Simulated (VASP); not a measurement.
# AlN (F-43m) in VASP: further runs

The runs below take AlN through vibrations by perturbation theory, elastic constants, with PBEsol.

Program: VASP 6.6.1. These are calculated values, not measurements. Logs are shortened: lines on timing, memory, paths and dates and some standing lists are left out, and cuts for length are marked.

### Step 1. The cell of the first run

Symmetry: F-43m, No. 216, cubic system. The conventional cell has a = 4.164 Å, b = 4.164 Å, c = 4.164 Å, α = 90.00°, β = 90.00°, γ = 90.00°. Within 2.4 Å of Al (site symmetry -43m) lie 4 N at 1.80 Å. Within 2.4 Å of N (site symmetry -43m) lie 4 Al at 1.80 Å.

### Step 2. Vibrations by perturbation theory, PBEsol

The input, INCAR:

```
SYSTEM = AlN
PREC = Accurate ; ENCUT = 520
EDIFF = 1E-8 ; ISMEAR = 0
SIGMA = 0.01 ; LREAL = .FALSE.
LASPH = .TRUE. ; NELM = 100
ALGO = Normal ; ISIF = 2
LWAVE = .FALSE. ; LCHARG = .TRUE.
GGA = PS ; IBRION = 8
NSW = 1 ; LEPSILON = .TRUE.
```

The input, KPOINTS:

```
regular mesh
0
G
  10 10 10
  0 0 0
```

The input, POSCAR:

```
AlN
1.0
    0.0000000000      2.0822446465      2.0822446465
    2.0822446465      0.0000000000      2.0822446465
    2.0822446465      2.0822446465      0.0000000000
Al N
1 1
Direct
    0.0000000000      0.0000000000      0.0000000000
    0.7500000000      0.7500000000      0.7500000000
```

Potentials or basis: VASP PAW PBE potentials, release 64 (Al, N).

Launch:

```console
cat potpaw_PBE.64/Al/POTCAR potpaw_PBE.64/N/POTCAR > POTCAR
mpirun -np 1 vasp_std > vasp.out
```

OUTCAR:

```text
SYSTEM = AlN
   PREC = Accurate
   ENCUT = 520
   EDIFF = 1E-8
   ISMEAR = 0
   LREAL = .FALSE.
   LASPH = .TRUE.
   NELM = 100
   ISIF = 2
   GGA = PS
   IBRION = 8
   NSW = 1
   LEPSILON = .TRUE.

 ion  position               nearest neighbor table
   1  0.000  0.000  0.000-   2 1.80   2 1.80   2 1.80   2 1.80
   2  0.750  0.750  0.750-   1 1.80   1 1.80   1 1.80   1 1.80

  LATTYP: Found a face centered cubic cell.
 ALAT       =     4.1644892930

  Lattice vectors:

 A1 = (   0.0000000000,   2.0822446465,   2.0822446465)
 A2 = (   2.0822446465,   0.0000000000,   2.0822446465)
 A3 = (   2.0822446465,   2.0822446465,   0.0000000000)

Analysis of symmetry for initial positions (statically):
=====================================================================
 Subroutine PRICEL returns:
 Original cell was already a primitive cell.

 Routine SETGRP: Setting up the symmetry group for a
 face centered cubic supercell.

 Subroutine GETGRP returns: Found 24 space group operations
 (whereof 24 operations were pure point group operations)
 out of a pool of 48 trial point group operations.

The static configuration has the point symmetry T_d .

Analysis of symmetry for dynamics (positions and initial velocities):
=====================================================================
 Subroutine PRICEL returns:
 Original cell was already a primitive cell.

 Routine SETGRP: Setting up the symmetry group for a
 face centered cubic supercell.

 Subroutine GETGRP returns: Found 24 space group operations
 (whereof 24 operations were pure point group operations)
 out of a pool of 48 trial point group operations.

The dynamic configuration has the point symmetry T_d .

 Subroutine INISYM returns: Found 24 space group operations
 (whereof 24 operations are pure point group operations),
 and found     1 'primitive' translations

----------------------------------------------------------------------------------------

                                     Primitive cell

  volume of cell :      18.0562

  direct lattice vectors                    reciprocal lattice vectors
     0.000000000  2.082244646  2.082244646    -0.240125482  0.240125482  0.240125482
     2.082244646  0.000000000  2.082244646     0.240125482 -0.240125482  0.240125482
     2.082244646  2.082244646  0.000000000     0.240125482  0.240125482 -0.240125482

  length of vectors
     2.944738619  2.944738619  2.944738619     0.415909536  0.415909536  0.415909536

  position of ions in fractional coordinates (direct lattice)
     0.000000000  0.000000000  0.000000000
     0.750000000  0.750000000  0.750000000

  ion indices of the primitive-cell ions
   primitive index   ion index
                 1           1
                 2           2

----------------------------------------------------------------------------------------

 KPOINTS: regular mesh

Automatic generation of k-mesh.
 Grid dimensions read from file:
 generate k-points for:   10   10   10

 Generating k-lattice:

  Cartesian coordinates                     Fractional coordinates (reciprocal lattice)
    -0.024012548  0.024012548  0.024012548     0.100000000  0.000000000  0.000000000
     0.024012548 -0.024012548  0.024012548     0.000000000  0.100000000  0.000000000
     0.024012548  0.024012548 -0.024012548     0.000000000  0.000000000  0.100000000

  Length of vectors
     0.041590954  0.041590954  0.041590954

  Shift w.r.t. Gamma in fractional coordinates (k-lattice)
     0.000000000  0.000000000  0.000000000

 Subroutine IBZKPT returns following result:
 ===========================================

 Found     47 irreducible k-points:

 Following reciprocal coordinates:
[... 370 lines left out ...]
  energy-cutoff  :      520.00
  volume of cell :       18.06
      direct lattice vectors                 reciprocal lattice vectors
     0.000000000  2.082244646  2.082244646    -0.240125482  0.240125482  0.240125482
     2.082244646  0.000000000  2.082244646     0.240125482 -0.240125482  0.240125482
     2.082244646  2.082244646  0.000000000     0.240125482  0.240125482 -0.240125482

 POSITION                                       TOTAL-FORCE (eV/Angst)
 -----------------------------------------------------------------------------------
      0.00000      0.00000      0.00000         0.000000      0.000000      0.000000
      3.12337      3.12337      3.12337        -0.000000     -0.000000     -0.000000
 -----------------------------------------------------------------------------------
    total drift:                               -0.000000     -0.000000     -0.000000

  FREE ENERGIE OF THE ION-ELECTRON SYSTEM (eV)
  ---------------------------------------------------
  free  energy   TOTEN  =       -15.2840030249 eV

  energy  without entropy=      -15.2840030249  energy(sigma->0) =      -15.28400302

 HEAD OF MICROSCOPIC STATIC DIELECTRIC TENSOR (INDEPENDENT PARTICLE, excluding Hartree and local field effects)
 ------------------------------------------------------
           4.614067    -0.000000     0.000000
          -0.000000     4.614067     0.000000
          -0.000000    -0.000000     4.614067
 ------------------------------------------------------

 Free energy of the ion-electron system (eV)
  ---------------------------------------------------
  ---------------------------------------------------
  free energy    TOTEN  =        -0.18443695 eV

  energy without entropy =       -0.18443695

------------------------ aborting loop because EDIFF is reached ----------------------------------------

--------------------------------------- Ionic step        2  -------------------------------------------

------------------------ aborting loop because EDIFF is reached ----------------------------------------

--------------------------------------- Ionic step        3  -------------------------------------------

------------------------ aborting loop because EDIFF is reached ----------------------------------------

 PIEZOELECTRIC TENSOR FIELD DIRECTION 3  (e Angst)
 -----------------------------------------------------------------------------
    -0.00046  0.61412  0.00000           ( -0.00000 -0.00240  0.00000)
     0.61412 -0.00046  0.00000           ( -0.00240 -0.00000  0.00000)
     0.00000  0.00000  0.00048           (  0.00000  0.00000 -0.00000)

 PIEZOELECTRIC TENSOR FIELD DIRECTION 3  (C/m^2)
 -----------------------------------------------------------------------------
    -0.00041  0.54493  0.00000
     0.54493 -0.00041  0.00000
     0.00000  0.00000  0.00043

--------------------------------------- Ionic step        4  -------------------------------------------

------------------------ aborting loop because EDIFF is reached ----------------------------------------

[... ionic steps 5 to 6 ...]

--------------------------------------- Ionic step        7  -------------------------------------------

 Free energy of the ion-electron system (eV)
  ---------------------------------------------------
  ---------------------------------------------------
  free energy    TOTEN  =        -0.24112039 eV

  energy without entropy =       -0.24112039

------------------------ aborting loop because EDIFF is reached ----------------------------------------

 INTERNAL STRAIN TENSOR  FOR ION    2  DIRECTION 1   (eV/Angst):
 -----------------------------------------------------------------------------
    -0.00037  0.00000  0.00000
     0.00000  0.00048 18.49766
     0.00000 18.49766  0.00048

 MACROSCOPIC STATIC DIELECTRIC TENSOR (including local field effects in DFT)
 ------------------------------------------------------
           4.427751    -0.000000     0.000000
           0.000000     4.427751    -0.000000
          -0.000000    -0.000000     4.427751
 ------------------------------------------------------

 PIEZOELECTRIC TENSOR (including local field effects)  for field in x, y, z        (e  Angst)
          XX          YY          ZZ          XY          YZ          ZX
  --------------------------------------------------------------------------------
  x    -0.00000    -0.00000    -0.00000     0.00000     0.61441     0.00000
  y     0.00000     0.00000     0.00000     0.00000     0.00000     0.61441
  z     0.00000     0.00000    -0.00000     0.61441     0.00000     0.00000

 PIEZOELECTRIC TENSOR (including local field effects)  for field in x, y, z        (C/m^2)
          XX          YY          ZZ          XY          YZ          ZX
  --------------------------------------------------------------------------------
  x    -0.00000    -0.00000    -0.00000     0.00000     0.54518     0.00000
  y     0.00000     0.00000     0.00000     0.00000     0.00000     0.54518
  z     0.00000     0.00000    -0.00000     0.54518     0.00000     0.00000

 BORN EFFECTIVE CHARGES (including local field effects) (in |e|, cummulative output)
 ---------------------------------------------------------------------------------
 ion    1
    1     2.51293     0.00000     0.00000
    2     0.00000     2.51293     0.00000
    3     0.00000     0.00000     2.51293
 ion    2
    1    -2.51293     0.00000     0.00000
    2     0.00000    -2.51293     0.00000
    3     0.00000     0.00000    -2.51293

 INTERNAL STRAIN TENSOR FOR ION    2 for displacements in x,y,z  (eV/Angst):
          X           Y           Z          XY          YZ          ZX
  --------------------------------------------------------------------------------
  x     0.00000     0.00000     0.00000     0.00000    18.49766     0.00000
  y     0.00000     0.00000     0.00000     0.00000     0.00000    18.49766
  z     0.00000     0.00000     0.00000    18.49766     0.00000     0.00000

 SECOND DERIVATIVES (NOT SYMMETRIZED)
 ------------------------------------
               1X          1Y          1Z          2X          2Y          2Z
  1X   -21.883977    0.000000    0.000000   21.883977    0.000000    0.000000
  1Y     0.000000  -21.883977    0.000000    0.000000   21.883977    0.000000
  1Z     0.000000    0.000000  -21.883977    0.000000    0.000000   21.883977
  2X    21.890670    0.000000    0.000000  -21.890670    0.000000    0.000000
  2Y     0.000000   21.890670    0.000000    0.000000  -21.890670    0.000000
  2Z     0.000000    0.000000   21.890670    0.000000    0.000000  -21.890670

 Eigenvectors and eigenvalues of the dynamical matrix
 ----------------------------------------------------

   1 f  =   24.090488 THz   151.365001 2PiTHz  803.572189 cm-1    99.630209 meV
             X         Y         Z           dx          dy          dz
      0.000000  0.000000  0.000000     0.584439   -0.000000    0.000000
      3.123367  3.123367  3.123367    -0.811438    0.000000    0.000000
[... 21 lines left out ...]
   6 f/i=    0.001747 THz     0.010975 2PiTHz    0.058265 cm-1     0.007224 meV
             X         Y         Z           dx          dy          dz
      0.000000  0.000000  0.000000     0.368365    0.723006    0.000000
      3.123367  3.123367  3.123367     0.265316    0.520746    0.000000

--------------------------------------------------------------------------------------------------------

 MACROSCOPIC STATIC DIELECTRIC TENSOR IONIC CONTRIBUTION
 ------------------------------------------------------
           2.891416    -0.000000    -0.000000
          -0.000000     2.891416     0.000000
          -0.000000     0.000000     2.891416
 ------------------------------------------------------

 ELASTIC MODULI CONTR FROM IONIC RELAXATION (kBar)
 Direction    XX          YY          ZZ          XY          YZ          ZX
 --------------------------------------------------------------------------------
 XX          -0.0000     -0.0000      0.0000     -0.0000      0.0000      0.0000
 YY          -0.0000     -0.0000     -0.0000      0.0000     -0.0000      0.0000
 ZZ           0.0000     -0.0000     -0.0000      0.0000     -0.0000      0.0000
 XY          -0.0000      0.0000      0.0000  -1337.9142      0.0000     -0.0000
 YZ           0.0000     -0.0000     -0.0000      0.0000  -1337.9142      0.0000
 ZX           0.0000      0.0000      0.0000     -0.0000      0.0000  -1337.9142
 --------------------------------------------------------------------------------

 PIEZOELECTRIC TENSOR IONIC CONTR  for field in x, y, z        (C/m^2)
          XX          YY          ZZ          XY          YZ          ZX
  --------------------------------------------------------------------------------
  x     0.00000    -0.00000    -0.00000     0.00000    -1.85072     0.00000
  y     0.00000     0.00000     0.00000    -0.00000     0.00000    -1.85072
  z    -0.00000     0.00000     0.00000    -1.85072     0.00000    -0.00000
```

Run time: 92 s. Hardware: 1 thread of Intel Xeon Platinum 8559C (Emerald Rapids), shared host; peak memory 0.19 GiB.

What came out:

```yaml
Electronic_dielectric_tensor_diagonal: 4.43
Born_charges_mean_of_the_diagonal: Al +2.51; N -2.51 e
Highest_phonon_frequency_at_Γ_LO-TO_splitting_left_out: 804 cm⁻¹
```

Phonon frequencies in cm⁻¹ (negative: imaginary):
| q point | frequencies |
| --- | --- |
| (0.000, 0.000, 0.000) | 0 0 0 804 804 804 |

Electronic dielectric tensor:
```
4.43 0.00 0.00
0.00 4.43 0.00
0.00 0.00 4.43
```

Born effective charge tensors (e):
atom 1, Al
```
2.51 0.00 0.00
0.00 2.51 0.00
0.00 0.00 2.51
```
atom 2, N
```
-2.51  0.00  0.00
 0.00 -2.51  0.00
 0.00  0.00 -2.51
```

Caveat: the cell wasn't relaxed at this level first, which shifts response properties.

(Continued in part 2 of 2.)
